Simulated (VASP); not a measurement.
# Pb (Fd-3m) in VASP: relaxation of cell and atoms with PBEsol

Aim: the relaxation of cell and atoms of Pb with PBEsol.

All numbers are computed with VASP 6.6.1; they aren't measurements. Logs are shortened: lines on timing, memory, paths and dates and some standing lists are left out, and cuts for length are marked.

## Step 1: The cell of the first run

It takes space group Fd-3m (No. 227, cubic). Conventional cell: a = 6.763 Å, b = 6.763 Å, c = 6.763 Å, α = 90.00°, β = 90.00°, γ = 90.00°. Within 3.9 Å of Pb (site symmetry -43m) lie 4 Pb at 2.93 Å.

This isn't the form of Pb at room conditions, which is fcc.

## Step 2: Relaxation of cell and atoms, PBEsol

Contents of INCAR:

```
SYSTEM = Pb
ALGO = Fast ; EDIFF = 1E-6
EDIFFG = -0.01 ; ENCUT = 600
GGA = PS ; IBRION = 2
ISIF = 3 ; ISMEAR = 0
LASPH = .True. ; LCHARG = .False.
LREAL = .False. ; LWAVE = .False.
NELM = 80 ; NSW = 80
PREC = Accurate ; SIGMA = 0.1
```

Contents of KPOINTS:

```
k-points
0
Gamma
  12 12 12
  0 0 0
```

Contents of POSCAR:

```
Pb
1.0
    0.0000000000      3.3815535586      3.3815535586
    3.3815535586      0.0000000000      3.3815535586
    3.3815535586      3.3815535586      0.0000000000
Pb
2
Direct
    0.0000000000      0.0000000000      0.0000000000
    0.2500000000      0.2500000000      0.2500000000
```

Potentials or basis: VASP PAW PBE potentials, release 64 (Pb_d).

Command:

```sh
$ cat potpaw_PBE.64/Pb_d/POTCAR > POTCAR
$ mpirun -np 1 vasp_std > vasp.out
```

OUTCAR:

```text
SYSTEM = Pb
   EDIFF = 1E-6
   EDIFFG = -0.01
   ENCUT = 600
   GGA = PS
   IBRION = 2
   ISIF = 3
   ISMEAR = 0
   LASPH = .True.
   LREAL = .False.
   NELM = 80
   NSW = 80
   PREC = Accurate

 ion  position               nearest neighbor table
   1  0.000  0.000  0.000-   2 2.93   2 2.93   2 2.93   2 2.93
   2  0.250  0.250  0.250-   1 2.93   1 2.93   1 2.93   1 2.93

  LATTYP: Found a face centered cubic cell.
 ALAT       =     6.7631071172

  Lattice vectors:

 A1 = (   0.0000000000,   3.3815535586,   3.3815535586)
 A2 = (   3.3815535586,   0.0000000000,   3.3815535586)
 A3 = (   3.3815535586,   3.3815535586,   0.0000000000)

Analysis of symmetry for initial positions (statically):
=====================================================================
 Subroutine PRICEL returns:
 Original cell was already a primitive cell.

 Routine SETGRP: Setting up the symmetry group for a
 face centered cubic supercell.

 Subroutine GETGRP returns: Found 48 space group operations
 (whereof 24 operations were pure point group operations)
 out of a pool of 48 trial point group operations.

The static configuration has the point symmetry T_d .
 The point group associated with its full space group is O_h .

Analysis of symmetry for dynamics (positions and initial velocities):
=====================================================================
 Subroutine PRICEL returns:
 Original cell was already a primitive cell.

 Routine SETGRP: Setting up the symmetry group for a
 face centered cubic supercell.

 Subroutine GETGRP returns: Found 48 space group operations
 (whereof 24 operations were pure point group operations)
 out of a pool of 48 trial point group operations.

The dynamic configuration has the point symmetry T_d .
 The point group associated with its full space group is O_h .

 Subroutine INISYM returns: Found 48 space group operations
 (whereof 24 operations are pure point group operations),
 and found     1 'primitive' translations

----------------------------------------------------------------------------------------

                                     Primitive cell

  volume of cell :      77.3355

  direct lattice vectors                    reciprocal lattice vectors
     0.000000000  3.381553559  3.381553559    -0.147861032  0.147861032  0.147861032
     3.381553559  0.000000000  3.381553559     0.147861032 -0.147861032  0.147861032
     3.381553559  3.381553559  0.000000000     0.147861032  0.147861032 -0.147861032

  length of vectors
     4.782238904  4.782238904  4.782238904     0.256102820  0.256102820  0.256102820

  position of ions in fractional coordinates (direct lattice)
     0.000000000  0.000000000  0.000000000
     0.250000000  0.250000000  0.250000000

  ion indices of the primitive-cell ions
   primitive index   ion index
                 1           1
                 2           2

----------------------------------------------------------------------------------------

 KPOINTS: k-points

Automatic generation of k-mesh.
 Grid dimensions read from file:
 generate k-points for:   12   12   12

 Generating k-lattice:

  Cartesian coordinates                     Fractional coordinates (reciprocal lattice)
    -0.012321753  0.012321753  0.012321753     0.083333333  0.000000000  0.000000000
     0.012321753 -0.012321753  0.012321753     0.000000000  0.083333333  0.000000000
     0.012321753  0.012321753 -0.012321753     0.000000000  0.000000000  0.083333333

  Length of vectors
     0.021341902  0.021341902  0.021341902

  Shift w.r.t. Gamma in fractional coordinates (k-lattice)
     0.000000000  0.000000000  0.000000000

 Subroutine IBZKPT returns following result:
 ===========================================

 Found     72 irreducible k-points:

 Following reciprocal coordinates:
            Coordinates               Weight
  0.000000  0.000000  0.000000      1.000000
  0.083333  0.000000  0.000000      8.000000
  0.166667  0.000000  0.000000      8.000000
  0.250000  0.000000  0.000000      8.000000
  0.333333  0.000000  0.000000      8.000000
  0.416667  0.000000  0.000000      8.000000
[... 16 lines left out ...]
  0.500000  0.166667  0.000000     24.000000
 -0.416667  0.166667  0.000000     24.000000
 [... further k-points ...]
   k-points           NKPTS =     72   k-points in BZ     NKDIM =     72   number of bands    NBANDS=     18
   number of dos      NEDOS =    301   number of ions     NIONS =      2
   total plane-waves  NPLWV =  64000
   dimension x,y,z NGX =    40 NGY =   40 NGZ =   40
   dimension x,y,z NGXF=    80 NGYF=   80 NGZF=   80
   ions per type =               2
   NGX,Y,Z   is equivalent  to a cutoff of  13.91, 13.91, 13.91 a.u.
   NGXF,Y,Z  is equivalent  to a cutoff of  27.81, 27.81, 27.81 a.u.
 SYSTEM =  Pb
   PREC   = accura    normal or accurate (medium, high low for compatibility)
   ISTART =      0    job   : 0-new  1-cont  2-samecut
   ICHARG =      2    charge: 1-file 2-atom 10-const
   ISPIN  =      1    spin polarized calculation?
   LNONCOLLINEAR =      F non collinear calculations
   LSORBIT =      F    spin-orbit coupling
   LASPH  =      T    aspherical Exc in radial PAW
   ENCUT  =  600.0 eV  44.10 Ry    6.64 a.u.   9.55  9.55  9.55*2*pi/ulx,y,z
   NELM   =     80;   NELMIN=  2; NELMDL= -5     # of ELM steps
   EDIFF  = 0.1E-05   stopping-criterion for ELM
   LREAL  =      F    real-space projection
   EDIFFG = -.1E-01   stopping-criterion for IOM
   NSW    =     80    number of steps for IOM
   IBRION =      2    ionic relax: 0-MD 1-quasi-New 2-CG
   NFREE  =      1    steps in history (QN), initial steepest desc. (CG)
   ISIF   =      3    stress and relaxation
   ISYM   =      2    0-nonsym 1-usesym 2-fastsym
   POTIM  = 0.5000    time-step for ionic-motion
   TEBEG  =    0.0;   TEEND  =   0.0 temperature during run
   PSTRESS=    0.0 pullay stress
   NELECT =      28.0000    total number of electrons
   NUPDOWN=      -1.0000    fix difference up-down
   EMIN   =  10.00;   EMAX   =-10.00  energy-range for DOS
   EFERMI =   0.00;   METHOD = LEGACY
   ISMEAR =     0;   SIGMA  =   0.10  broadening in eV -4-tet -1-fermi 0-gaus
   EFERMI_NEDOS =   21; number of points for ismear=-14 and -15
   IALGO  =     68    algorithm
   IMIX   =      4    mixing-type and parameters
     AMIX     =   0.40;   BMIX     =  1.00
     AMIX_MAG =   1.60;   BMIX_MAG =  1.00
  volume/ion in A,a.u.               =      38.67       260.94
  Fermi-wavevector in a.u.,A,eV,Ry     =   1.166813  2.204957 18.523685  1.361452
  Thomas-Fermi vector in A             =   2.303321
   LORBIT       =      0    0 simple, 1 ext, 2 COOP (PROOUT), +10 PAW based schemes
   GGA     = PS    functional components
   LHFCALC =     F    Hartree Fock is set to
   AEXX    =    0.0000 exact exchange contribution
   IVDW    =     0    specifies the selected vdW correction
   LEPSILON=     F    determine dielectric tensor
   LRPA    =     F    only Hartree local field effects (RPA)
 conjugate gradient relaxation of ions
 non-spin polarized calculation
 RMM-DIIS sequential band-by-band and
 Gauss-broadening in eV      SIGMA  =   0.10
  energy-cutoff  :      600.00
  volume of cell :       77.34
 maximum number of plane-waves:      2637
 NGX is ok and might be reduce to    40
   NGX = 19   NGY = 19   NGZ = 19

--------------------------------------- Ionic step        1  -------------------------------------------

 number of electron      27.9999999 magnetization

 Free energy of the ion-electron system (eV)
  ---------------------------------------------------
  ext. energy  EPLUGINS =         0.00000000
  ---------------------------------------------------
  free energy    TOTEN  =        -7.31390002 eV

  energy without entropy =       -7.31008395  energy(sigma->0) =       -7.31199198

------------------------ aborting loop because EDIFF is reached ----------------------------------------

  FORCE on cell =-STRESS in cart. coord.  units (eV):
  Direction    XX          YY          ZZ          XY          YZ          ZX
  --------------------------------------------------------------------------------------
  -------------------------------------------------------------------------------------
  Total        1.0780408      1.0780408      1.0780408     -0.0000000      0.0000000     -0.0000000
  in kB       22.3340235     22.3340235     22.3340235     -0.0000000      0.0000000     -0.0000000
  external PRESSURE =      22.3340235 kB  Pullay stress =       0.0000000 kB

 VOLUME and BASIS-vectors are now :
 -----------------------------------------------------------------------------
  energy-cutoff  :      600.00
  volume of cell :       77.34
      direct lattice vectors                 reciprocal lattice vectors
     0.000000000  3.381553559  3.381553559    -0.147861032  0.147861032  0.147861032
     3.381553559  0.000000000  3.381553559     0.147861032 -0.147861032  0.147861032
     3.381553559  3.381553559  0.000000000     0.147861032  0.147861032 -0.147861032
[... 37 lines left out ...]
 POSITION                                       TOTAL-FORCE (eV/Angst)
 -----------------------------------------------------------------------------------
      0.00000      0.00000      0.00000         0.000000     -0.000000      0.000000
      1.73474      1.73474      1.73474        -0.000000      0.000000     -0.000000
 -----------------------------------------------------------------------------------
    total drift:                               -0.000000     -0.000000      0.000000

  FREE ENERGIE OF THE ION-ELECTRON SYSTEM (eV)
  ---------------------------------------------------
  free  energy   TOTEN  =        -7.3457419258 eV

  energy  without entropy=       -7.3417801010  energy(sigma->0) =       -7.34376101

--------------------------------------- Ionic step        3  -------------------------------------------

 number of electron      28.0000003 magnetization

 Free energy of the ion-electron system (eV)
  ---------------------------------------------------
  ext. energy  EPLUGINS =         0.00000000
  ---------------------------------------------------
  free energy    TOTEN  =        -7.34722606 eV

  energy without entropy =       -7.34327049  energy(sigma->0) =       -7.34524827

 E-fermi :   4.0319     XC(G=0):  -8.5655

 val. band max:        4.0145998682   @ k =  -0.4167   0.0833   0.0000
 cond. band min:       4.0430909560   @ k =   0.1667   0.0000   0.0000
 fundamental gap:      0.0284910877
 Fermi energy:         4.0318995133

 k-point     1 :       0.0000    0.0000    0.0000
  band No.  band energies     occupation
      1     -13.0534      2.00000
      2     -13.0534      2.00000
      3     -13.0534      2.00000
      4     -12.9773      2.00000
      5     -12.9773      2.00000
      6     -12.5581      2.00000
[... 10 lines left out ...]
     17       6.4527      0.00000
     18       6.4527      0.00000
[... 463 lines left out ...]
 k-point    24 :      -0.4167    0.1667    0.0000
  band No.  band energies     occupation
      1     -13.1323      2.00000
      2     -13.1116      2.00000
      3     -12.9848      2.00000
      4     -12.8726      2.00000
      5     -12.8578      2.00000
      6     -12.6881      2.00000
[... 10 lines left out ...]
     17       8.1665      0.00000
     18       9.5379      0.00000

 [... further k-points ...]
[... 5 lines left out ...]
  --------------------------------------------------------------------------------------
  -------------------------------------------------------------------------------------
  Total        0.0059731      0.0059731      0.0059731      0.0000000      0.0000000      0.0000000
  in kB        0.1161995      0.1161995      0.1161995      0.0000000      0.0000000      0.0000000
  external PRESSURE =       0.1161995 kB  Pullay stress =       0.0000000 kB

 VOLUME and BASIS-vectors are now :
 -----------------------------------------------------------------------------
  energy-cutoff  :      600.00
  volume of cell :       82.36
      direct lattice vectors                 reciprocal lattice vectors
    -0.000000000  3.453227055  3.453227055    -0.144792101  0.144792101  0.144792101
     3.453227055 -0.000000000  3.453227055     0.144792101 -0.144792101  0.144792101
     3.453227055  3.453227055 -0.000000000     0.144792101  0.144792101 -0.144792101

 POSITION                                       TOTAL-FORCE (eV/Angst)
 -----------------------------------------------------------------------------------
      0.00000      0.00000      0.00000         0.000000      0.000000      0.000000
      1.72661      1.72661      1.72661        -0.000000     -0.000000     -0.000000
 -----------------------------------------------------------------------------------
    total drift:                               -0.000000     -0.000000      0.000000

  FREE ENERGIE OF THE ION-ELECTRON SYSTEM (eV)
  ---------------------------------------------------
  free  energy   TOTEN  =        -7.3472260566 eV

  energy  without entropy=       -7.3432704862  energy(sigma->0) =       -7.34524827

 reached required accuracy - stopping structural energy minimisation
```

It took 6 min on 1 thread of Intel Xeon Platinum 8488C (Sapphire Rapids), shared host; peak memory 0.31 GiB.

What came out:

```yaml
Free_energy: -7.3472 eV
Relaxed_volume: 41.18 Å³/atom
Relaxed_cell: a = 4.884 Å, b = 4.884 Å, c = 4.884 Å, α = 60.00°, β = 60.00°, γ = 60.00°
Space_group_after_relaxing_to_0.1_Å: Fd-3m (No. 227)
Energy_gained_by_relaxing: 16.7 meV/atom
Ionic_steps: 3
Pressure_after_relaxing: 0.0 GPa
Band_gap_on_the_k_mesh: zero (bands 14 and 15 overlap by 1.13 eV)
```

The path:
```tsv
step	energy change (eV)	largest force (eV/Å)	pressure (GPa)	volume (Å³)
1	0.0000	0.0000	2.23	77.34
2	-0.0318	0.0000	-0.43	83.53
3	-0.0333	0.0000	0.01	82.36
```

Final structure:
```
CELL_PARAMETERS angstrom
0.00000 3.45323 3.45323
3.45323 0.00000 3.45323
3.45323 3.45323 0.00000
ATOMIC_POSITIONS crystal
Pb 0.00000 0.00000 0.00000
Pb 0.25000 0.25000 0.25000
```

Levels at points of the mesh, in eV from the Fermi level:
```tsv
k point	band 10	band 11	band 12	band 13	band 14	band 15	band 16	band 17	band 18
(0.00, 0.00, 0.00)	-16.57	-11.06	-3.99	0.42	0.42	0.42	2.42	2.42	2.42
(0.50, 0.00, 0.00)	-16.51	-9.74	-7.08	-0.97	-0.71	-0.71	3.52	3.52	5.39
(0.50, 0.50, 0.00)	-16.48	-8.45	-8.45	-1.92	-1.92	0.85	0.85	7.12	7.12
```

Caveat: the PAW data sets were made with another functional, which shifts forces and pressure a little; spin-orbit coupling is left out, which moves the levels of the heavy elements.
